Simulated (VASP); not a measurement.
# Rb (Im-3m) in VASP: a series of runs

Runs on Rb. Level: PBEsol. Tasks: single point.

All numbers are computed with VASP 6.6.1; they aren't measurements. Logs are shortened: lines on timing, memory, paths and dates and some standing lists are left out, and cuts for length are marked.

## 1. The cell of the first run

It takes space group Im-3m (No. 229, cubic). Conventional cell: a = 5.163 Å, b = 5.163 Å, c = 5.163 Å, α = 90.00°, β = 90.00°, γ = 90.00°. Rb (site symmetry m-3m) has 14 Rb at 4.47 to 5.16 Å within 5.9 Å.

## 2. Single point, PBEsol (strain -0.080 along x and y, -0.080 along z)

INCAR

```
SYSTEM = Rb
PREC = Accurate
ENCUT = 520
EDIFF = 1E-6
ISMEAR = 0
SIGMA = 0.15
LREAL = .FALSE.
LASPH = .TRUE.
NELM = 100
ALGO = Fast
ISIF = 2
LWAVE = .FALSE.
LCHARG = .FALSE.
GGA = PS
NBANDS = 10
```

KPOINTS

```
Automatic mesh
0
G
  12 12 12
  0 0 0
```

POSCAR

```
Rb
1.0
   -2.5815200000      2.5815200000      2.5815200000
    2.5815200000     -2.5815200000      2.5815200000
    2.5815200000      2.5815200000     -2.5815200000
Rb
1
Direct
    0.0000000000      0.0000000000      0.0000000000
```

Potentials or basis: VASP PAW PBE potentials, release 64 (Rb_sv).

Started as:

```console
$ cat potpaw_PBE.64/Rb_sv/POTCAR > POTCAR
$ mpirun -np 1 vasp_std > vasp.out
```

OUTCAR:

```text
SYSTEM = Rb
   PREC = Accurate
   ENCUT = 520
   EDIFF = 1E-6
   ISMEAR = 0
   LREAL = .FALSE.
   LASPH = .TRUE.
   NELM = 100
   ISIF = 2
   GGA = PS

 ion  position               nearest neighbor table
   1  0.000  0.000  0.000-

  LATTYP: Found a body centered cubic cell.
 ALAT       =     5.1630400000

  Lattice vectors:

 A1 = (  -2.5815200000,   2.5815200000,   2.5815200000)
 A2 = (   2.5815200000,  -2.5815200000,   2.5815200000)
 A3 = (   2.5815200000,   2.5815200000,  -2.5815200000)

Analysis of symmetry for initial positions (statically):
=====================================================================
 Subroutine PRICEL returns:
 Original cell was already a primitive cell.

 Routine SETGRP: Setting up the symmetry group for a
 body centered cubic supercell.

 Subroutine GETGRP returns: Found 48 space group operations
 (whereof 48 operations were pure point group operations)
 out of a pool of 48 trial point group operations.

The static configuration has the point symmetry O_h .

Analysis of symmetry for dynamics (positions and initial velocities):
=====================================================================
 Subroutine PRICEL returns:
 Original cell was already a primitive cell.

 Routine SETGRP: Setting up the symmetry group for a
 body centered cubic supercell.

 Subroutine GETGRP returns: Found 48 space group operations
 (whereof 48 operations were pure point group operations)
 out of a pool of 48 trial point group operations.

The dynamic configuration has the point symmetry O_h .

 Subroutine INISYM returns: Found 48 space group operations
 (whereof 48 operations are pure point group operations),
 and found     1 'primitive' translations

----------------------------------------------------------------------------------------

                                     Primitive cell

  volume of cell :      68.8155

  direct lattice vectors                    reciprocal lattice vectors
    -2.581520000  2.581520000  2.581520000     0.000000000  0.193684341  0.193684341
     2.581520000 -2.581520000  2.581520000     0.193684341  0.000000000  0.193684341
     2.581520000  2.581520000 -2.581520000     0.193684341  0.193684341  0.000000000

  length of vectors
     4.471323801  4.471323801  4.471323801     0.273911022  0.273911022  0.273911022

  position of ions in fractional coordinates (direct lattice)
     0.000000000  0.000000000  0.000000000

  ion indices of the primitive-cell ions
   primitive index   ion index
                 1           1

----------------------------------------------------------------------------------------

 KPOINTS: Automatic mesh

Automatic generation of k-mesh.
 Grid dimensions read from file:
 generate k-points for:   12   12   12

 Generating k-lattice:

  Cartesian coordinates                     Fractional coordinates (reciprocal lattice)
     0.000000000  0.016140362  0.016140362     0.083333333  0.000000000  0.000000000
     0.016140362  0.000000000  0.016140362     0.000000000  0.083333333  0.000000000
     0.016140362  0.016140362  0.000000000     0.000000000  0.000000000  0.083333333

  Length of vectors
     0.022825918  0.022825918  0.022825918

  Shift w.r.t. Gamma in fractional coordinates (k-lattice)
     0.000000000  0.000000000  0.000000000

 Subroutine IBZKPT returns following result:
 ===========================================

 Found     72 irreducible k-points:

 Following reciprocal coordinates:
            Coordinates               Weight
  0.000000  0.000000  0.000000      1.000000
  0.083333  0.000000  0.000000     12.000000
  0.166667  0.000000  0.000000     12.000000
  0.250000  0.000000  0.000000     12.000000
  0.333333  0.000000  0.000000     12.000000
  0.416667  0.000000  0.000000     12.000000
[... 16 lines left out ...]
  0.333333  0.083333  0.083333     24.000000
  0.416667  0.083333  0.083333     12.000000
 [... further k-points ...]
   k-points           NKPTS =     72   k-points in BZ     NKDIM =     72   number of bands    NBANDS=     10
   number of dos      NEDOS =    301   number of ions     NIONS =      1
   total plane-waves  NPLWV =  46656
   dimension x,y,z NGX =    36 NGY =   36 NGZ =   36
   dimension x,y,z NGXF=    72 NGYF=   72 NGZF=   72
   ions per type =               1
   NGX,Y,Z   is equivalent  to a cutoff of  13.38, 13.38, 13.38 a.u.
   NGXF,Y,Z  is equivalent  to a cutoff of  26.77, 26.77, 26.77 a.u.
 SYSTEM =  Rb
   PREC   = accura    normal or accurate (medium, high low for compatibility)
   ISTART =      0    job   : 0-new  1-cont  2-samecut
   ICHARG =      2    charge: 1-file 2-atom 10-const
   ISPIN  =      1    spin polarized calculation?
   LNONCOLLINEAR =      F non collinear calculations
   LSORBIT =      F    spin-orbit coupling
   LASPH  =      T    aspherical Exc in radial PAW
   ENCUT  =  520.0 eV  38.22 Ry    6.18 a.u.   8.31  8.31  8.31*2*pi/ulx,y,z
   NELM   =    100;   NELMIN=  2; NELMDL= -5     # of ELM steps
   EDIFF  = 0.1E-05   stopping-criterion for ELM
   LREAL  =      F    real-space projection
   EDIFFG = 0.1E-04   stopping-criterion for IOM
   NSW    =      0    number of steps for IOM
   IBRION =     -1    ionic relax: 0-MD 1-quasi-New 2-CG
   NFREE  =      0    steps in history (QN), initial steepest desc. (CG)
   ISIF   =      2    stress and relaxation
   ISYM   =      2    0-nonsym 1-usesym 2-fastsym
   POTIM  = 0.5000    time-step for ionic-motion
   TEBEG  =    0.0;   TEEND  =   0.0 temperature during run
   PSTRESS=    0.0 pullay stress
   NELECT =       9.0000    total number of electrons
   NUPDOWN=      -1.0000    fix difference up-down
   EMIN   =  10.00;   EMAX   =-10.00  energy-range for DOS
   EFERMI =   0.00;   METHOD = LEGACY
   ISMEAR =     0;   SIGMA  =   0.15  broadening in eV -4-tet -1-fermi 0-gaus
   EFERMI_NEDOS =   21; number of points for ismear=-14 and -15
   IALGO  =     68    algorithm
   IMIX   =      4    mixing-type and parameters
     AMIX     =   0.40;   BMIX     =  1.00
     AMIX_MAG =   1.60;   BMIX_MAG =  1.00
  volume/ion in A,a.u.               =      68.82       464.39
  Fermi-wavevector in a.u.,A,eV,Ry     =   0.830986  1.570335  9.395328  0.690537
  Thomas-Fermi vector in A             =   1.943796
   LORBIT       =      0    0 simple, 1 ext, 2 COOP (PROOUT), +10 PAW based schemes
   GGA     = PS    functional components
   LHFCALC =     F    Hartree Fock is set to
   AEXX    =    0.0000 exact exchange contribution
   IVDW    =     0    specifies the selected vdW correction
   LEPSILON=     F    determine dielectric tensor
   LRPA    =     F    only Hartree local field effects (RPA)
 non-spin polarized calculation
 RMM-DIIS sequential band-by-band and
 Gauss-broadening in eV      SIGMA  =   0.15
  energy-cutoff  :      520.00
  volume of cell :       68.82
 maximum number of plane-waves:      1886
 NGX is ok and might be reduce to    36
   NGX = 17   NGY = 17   NGZ = 17

 number of electron       9.0000000 magnetization

 Free energy of the ion-electron system (eV)
  ---------------------------------------------------
  ext. energy  EPLUGINS =         0.00000000
  ---------------------------------------------------
  free energy    TOTEN  =        -0.98183688 eV

  energy without entropy =       -0.97002933  energy(sigma->0) =       -0.97593311

 E-fermi :   0.6528     XC(G=0):  -6.2693

 val. band max:        0.6505013041   @ k =  -0.3333   0.4167   0.1667
 cond. band min:       0.6646656968   @ k =   0.2500   0.2500   0.0000
 fundamental gap:      0.0141643927
 Fermi energy:         0.6527574225

 k-point     1 :       0.0000    0.0000    0.0000
  band No.  band energies     occupation
      1     -28.0952      2.00000
      2     -12.0925      2.00000
      3     -12.0925      2.00000
      4     -12.0925      2.00000
      5      -1.7172      2.00000
      6       4.5650      0.00000
      7       4.5650      0.00000
      8       4.5650      0.00000
      9       5.7372      0.00000
     10       5.7372      0.00000

 k-point     2 :       0.0833    0.0000    0.0000
  band No.  band energies     occupation
      1     -28.0942      2.00000
      2     -12.1099      2.00000
      3     -12.0978      2.00000
      4     -12.0926      2.00000
      5      -1.6095      2.00000
      6       4.4238      0.00000
      7       4.4280      0.00000
      8       4.6710      0.00000
      9       5.5154      0.00000
     10       5.6997      0.00000

 k-point     3 :       0.1667    0.0000    0.0000
  band No.  band energies     occupation
      1     -28.0913      2.00000
      2     -12.1566      2.00000
      3     -12.1122      2.00000
      4     -12.0929      2.00000
      5      -1.2974      2.00000
      6       3.9156      0.00000
      7       4.1038      0.00000
      8       4.9854      0.00000
      9       5.4142      0.00000
     10       5.6446      0.00000

 k-point     4 :       0.2500    0.0000    0.0000
  band No.  band energies     occupation
      1     -28.0873      2.00000
      2     -12.2188      2.00000
      3     -12.1317      2.00000
      4     -12.0933      2.00000
      5      -0.8134      2.00000
      6       3.2386      0.00000
      7       3.7602      0.00000
      8       5.4976      0.00000
      9       5.5446      0.00000
     10       5.6628      0.00000
[... 222 lines left out ...]
 k-point    22 :       0.2500    0.0833    0.0833
  band No.  band energies     occupation
      1     -28.0827      2.00000
      2     -12.2808      2.00000
      3     -12.1525      2.00000
      4     -12.1082      2.00000
      5      -0.0276      2.00000
      6       2.5958      0.00000
      7       3.1470      0.00000
      8       5.7911      0.00000
      9       6.0809      0.00000
     10       6.1428      0.00000

 k-point    23 :       0.3333    0.0833    0.0833
  band No.  band energies     occupation
      1     -28.0801      2.00000
      2     -12.3107      2.00000
      3     -12.1733      2.00000
      4     -12.1094      2.00000
      5       0.6062      1.33935
      6       2.0724      0.00000
      7       2.9986      0.00000
      8       5.6269      0.00000
      9       6.3350      0.00000
     10       6.5824      0.00000

 k-point    24 :       0.4167    0.0833    0.0833
  band No.  band energies     occupation
      1     -28.0792      2.00000
      2     -12.3213      2.00000
      3     -12.1812      2.00000
      4     -12.1099      2.00000
      5       1.0071      0.00084
      6       1.7327      0.00000
      7       2.9489      0.00000
      8       5.4903      0.00000
      9       6.5490      0.00000
     10       6.8209      0.00000

 [... further k-points ...]

------------------------ aborting loop because EDIFF is reached ----------------------------------------

  FORCE on cell =-STRESS in cart. coord.  units (eV):
  Direction    XX          YY          ZZ          XY          YZ          ZX
  --------------------------------------------------------------------------------------
  -------------------------------------------------------------------------------------
  Total        0.4399746      0.4399746      0.4399746     -0.0000000     -0.0000000      0.0000000
  in kB       10.2435777     10.2435777     10.2435777     -0.0000000     -0.0000000      0.0000000
  external PRESSURE =      10.2435777 kB  Pullay stress =       0.0000000 kB

 VOLUME and BASIS-vectors are now :
 -----------------------------------------------------------------------------
  energy-cutoff  :      520.00
  volume of cell :       68.82
      direct lattice vectors                 reciprocal lattice vectors
    -2.581520000  2.581520000  2.581520000     0.000000000  0.193684341  0.193684341
     2.581520000 -2.581520000  2.581520000     0.193684341  0.000000000  0.193684341
     2.581520000  2.581520000 -2.581520000     0.193684341  0.193684341  0.000000000

 POSITION                                       TOTAL-FORCE (eV/Angst)
 -----------------------------------------------------------------------------------
      0.00000      0.00000      0.00000        -0.000000      0.000000      0.000000
 -----------------------------------------------------------------------------------
    total drift:                               -0.000000      0.000000      0.000000

  FREE ENERGIE OF THE ION-ELECTRON SYSTEM (eV)
  ---------------------------------------------------
  free  energy   TOTEN  =        -0.9818368771 eV

  energy  without entropy=       -0.9700293333  energy(sigma->0) =       -0.97593311
```

Run time: 18 s. Hardware: 1 thread of Intel Xeon 6975P-C (Granite Rapids), shared host; peak memory 0.22 GiB.

Results:

| Property | Result |
| --- | --- |
| Free energy | -0.9818 eV |
| Pressure | 1.0 GPa |

Caveat: the cell differs from its parent crystal (strain -0.080 along x and y, -0.080 along z); the PAW data sets were made with another functional, which shifts forces and pressure a little.

(Part 1 of 2 ends here.)
